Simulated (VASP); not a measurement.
Input of a VASP 6.6.1 run:

File INCAR:

```
  ALGO = Normal
  EDIFF = 1E-6
  ENCUT = 520
  GGA = PE
  ISIF = 2
  ISMEAR = 0
  LASPH = T
  LCHARG = F
  LREAL = F
  LWAVE = F
  NBANDS = 16
  NELM = 60
  PREC = Accurate
  SIGMA = 0.025
```

File KPOINTS:

```
k-points
0
Gamma
  8 8 7
```

Contents of POSCAR:

```
NbTe
1.0
    3.7029743866      0.0000000000      0.0000000000
   -1.8514871933      3.2068698884      0.0000000000
    0.0000000000      0.0000000000      3.6942110000
Te Nb
1 1
Direct
    0.6666666667      0.3333333333      0.0000000000
    0.0000000000      0.0000000000      0.5000000000
```

Potentials or basis: VASP PAW PBE potentials, release 64 (Te, Nb_sv).

The run is started by

```bash
$ cat potpaw_PBE.64/Te/POTCAR potpaw_PBE.64/Nb_sv/POTCAR > POTCAR
$ mpirun -np 1 vasp_std > vasp.out
```

**Question.** Predict the band gap on the k mesh.

**Answer.** Zero (an odd number of electrons rules out a gap without spin polarisation).

**Question.** Estimate the pressure.

**Answer.** -0.8 GPa.

Stress tensor (GPa, compression positive):
```
-1.21  0.00  0.00
 0.00 -1.21  0.00
 0.00  0.00 -0.12
```

Caveat: spin-orbit coupling is left out, which moves the levels of the heavy elements.
